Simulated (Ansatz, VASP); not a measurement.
# One calculation of AlN, two programs

INCAR

```
SYSTEM = AlN
  PREC = Accurate
  ENCUT = 520
  EDIFF = 1E-6
  ISMEAR = 0
  SIGMA = 0.05
  LREAL = .FALSE.
  LASPH = .TRUE.
  NELM = 100
  ALGO = Normal
  ISIF = 2
  LWAVE = .FALSE.
  LCHARG = .FALSE.
  GGA = PS
  NBANDS = 16
```

Contents of KPOINTS:

```
regular mesh
0
G
  9 9 6
  0 0 0
```

The input POSCAR:

```
AlN
1.0
    3.2030063310      0.0000000000      0.0000000000
   -1.6015031655      2.7738848511      0.0000000000
    0.0000000000      0.0000000000      4.0815909676
Al N
2 2
Direct
    0.3333333333      0.6666666667      0.7500000000
    0.6666666667      0.3333333333      0.2500000000
    0.3333333333      0.6666666667      0.2500000000
    0.6666666667      0.3333333333      0.7500000000
```

Input for Ansatz:

```yaml
crystal:
  lattice:
    - [3.203006331, 0.0, 0.0]
    - [-1.6015031655, 2.7738848511, 0.0]
    - [0.0, 0.0, 4.0815909676]
  atoms:
    - { symbol: Al, position: [0.3333333333, 0.6666666667, 0.75] }
    - { symbol: Al, position: [0.6666666667, 0.3333333333, 0.25] }
    - { symbol: "N", position: [0.3333333333, 0.6666666667, 0.25] }
    - { symbol: "N", position: [0.6666666667, 0.3333333333, 0.75] }
basis:
  ecutwfc: 520.0
kpoints:
  mp_grid: { grid: [9, 9, 6] }
hamiltonian:
  xc: pbesol
  pseudopotentials: { kind: paw, azcp: { folder: soft_1 } }
scf:
  occupations: { method: gaussian, width: 0.05 }
output:
  forces: true
  stress: true
  eigenvalues: true
```

Alike in both runs: task single point; functional PBEsol; k mesh 9 × 9 × 6; occupations gaussian, width 0.05 eV; no spin polarisation.

|  | VASP | Ansatz |
| --- | --- | --- |
| version | VASP 6.6.1 | Ansatz 0.2.0 |
| potentials or method | VASP PAW PBE potentials, release 64 (Al, N), cutoff 520 eV | scalar-relativistic, plane waves, PAW |
| valence electrons in the cell | 16 | 16 |

VASP gave:

```
gap on the k mesh at the Fermi level (eV)                     : 3.86
least direct gap on the mesh (eV)                             : 3.86
pressure (GPa)                                                : 19.3
traceless stress, the component that is largest in VASP (GPa) : -5.40
```

Task: What did Ansatz give for the same quantities?

Result: gap on the k mesh at the Fermi level (eV): 3.84; least direct gap on the mesh (eV): 3.84; pressure (GPa): 19.2; traceless stress, the component that is largest in VASP (GPa): -5.34.

VASP's potentials were made for PBE, not for PBEsol, and Ansatz warns of the same on its side.
